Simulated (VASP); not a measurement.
Set up this calculation in VASP 6.6.1, as the native input.

* Task: relaxation of shape and atoms at fixed volume
* Functional: PBEsol
* Potentials or basis: VASP PAW PBE potentials, release 64 (Ti_sv)
* Cutoff: 600 eV
* k mesh: 15 × 15 × 8
* Occupations: fermi-dirac, width 0.05 eV
* Spin: no spin polarisation
* Dipole correction: no
* Further INCAR settings: ALGO = Normal; EDIFF = 1e-07; IBRION = 2; EDIFFG = -0.005; NSW = 50; ISIF = 4

The structure of Ti lies in POSCAR:

```
Ti
1.0
    2.6941861638      0.0000000000      0.0000000000
   -1.3470930819      2.3332336603      0.0000000000
    0.0000000000      0.0000000000      4.2582627334
Ti
2
Direct
    0.3333333333      0.6666666667      0.2500000000
    0.6666666667      0.3333333333      0.7500000000
```

These files were run (other wordings do the same):

INCAR

```
PREC     = Accurate       # precision mode
ENCUT    = 600            # plane-wave cutoff, eV
EDIFF    = 1E-7           # SCF threshold, eV
ISMEAR   = -1             # smearing method
SIGMA    = 0.05           # smearing width, eV
LREAL    = False          # projectors in reciprocal space
LASPH    = True           # aspherical terms in the spheres
NELM     = 100            # most SCF steps
ALGO     = Normal         # electronic algorithm
ISIF     = 4              # what is computed and relaxed
LWAVE    = False          # write WAVECAR
LCHARG   = False          # write CHGCAR
GGA      = PS             # functional
IBRION   = 2              # ionic algorithm
NSW      = 50             # ionic steps
EDIFFG   = -0.005         # ionic threshold
```

KPOINTS

```
regular mesh
0
Gamma
  15 15 8
```

Potentials or basis: VASP PAW PBE potentials, release 64 (Ti_sv).

Run with:

```bash
$ cat potpaw_PBE.64/Ti_sv/POTCAR > POTCAR
$ mpirun -np 1 vasp_std > vasp.out
```

Results of the run:

The energy gained by relaxing is 0.9 meV/atom and the ionic steps are 4. The pressure after relaxing is 37.6 GPa and the band gap on the k mesh is zero (band 12 reaches 12.26 eV, above the bottom of band 13 at 10.88 eV).

Caveat: the PAW data sets were made with another functional, which shifts forces and pressure a little.

Run time: 2.7 min on 1 thread of Intel(R) Xeon(R) Platinum 8259CL CPU @ 2.50GHz (Skylake/Cascade Lake), with other jobs on the host, peak memory 0.2 GiB.
